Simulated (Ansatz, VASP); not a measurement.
Hf in VASP and in Ansatz

Contents of INCAR:

```
PREC = Accurate
ENCUT = 520
EDIFF = 1E-6
ISMEAR = 0
SIGMA = 0.15
LREAL = F
LASPH = T
NELM = 80
ALGO = Fast
ISIF = 2
LWAVE = F
LCHARG = F
GGA = PE
NBANDS = 17
```

KPOINTS

```
Automatic mesh
0
Gamma
  18 18 10
```

Contents of POSCAR:

```
Hf
1.0
    3.1966985242      0.0000000000      0.0000000000
   -1.5983492621      2.7684221302      0.0000000000
    0.0000000000      0.0000000000      5.8164700000
Hf
2
Direct
    0.3333333333      0.6666666667      0.2500000000
    0.6666666667      0.3333333333      0.7500000000
```

Input for Ansatz:

```yaml
crystal:
  lattice:
    - [3.1966985242, 0.0, 0.0]
    - [-1.5983492621, 2.7684221302, 0.0]
    - [0.0, 0.0, 5.81647]
  atoms:
    - { symbol: Hf, position: [0.3333333333, 0.6666666667, 0.25] }
    - { symbol: Hf, position: [0.6666666667, 0.3333333333, 0.75] }
basis:
  ecutwfc: 420
kpoints:
  mp_grid: { grid: [18, 18, 10] }
hamiltonian:
  xc: pbe
scf:
  occupations: { method: gaussian, width: 0.15 }
output:
  forces: true
  stress: true
  eigenvalues: true
```

Change from the starting cell: strain +0.1500 x Voigt [0, 0, 1, 0, 0, 0], atoms carried along.

Alike in both runs: task single point; functional PBE; k mesh 18 × 18 × 10; occupations gaussian, width 0.15 eV; no spin polarisation.

|  | VASP | Ansatz |
| --- | --- | --- |
| version | VASP 6.6.1 | Ansatz 0.2.0 |
| potentials or method | VASP PAW PBE potentials, release 64 (Hf_pv), cutoff 520 eV | scalar-relativistic, plane waves, PAW |
| valence electrons in the cell | 20 | 52 |

Ansatz gave:

* gap on the k mesh at the Fermi level (eV): none
* pressure (GPa): -10.8
* traceless stress, the component that is largest in VASP (GPa): -7.59

**Question.** What did VASP give for the same quantities?

**Answer.** gap on the k mesh at the Fermi level (eV): none; pressure (GPa): -11.1; traceless stress, the component that is largest in VASP (GPa): -7.51.

A gap of «none» marks a metal or a gap that the smearing closes. VASP's potentials hold 20 valence electrons a cell and Ansatz's 52, so a difference there can come from the potentials and not from the codes.

Spin-orbit coupling is off throughout.
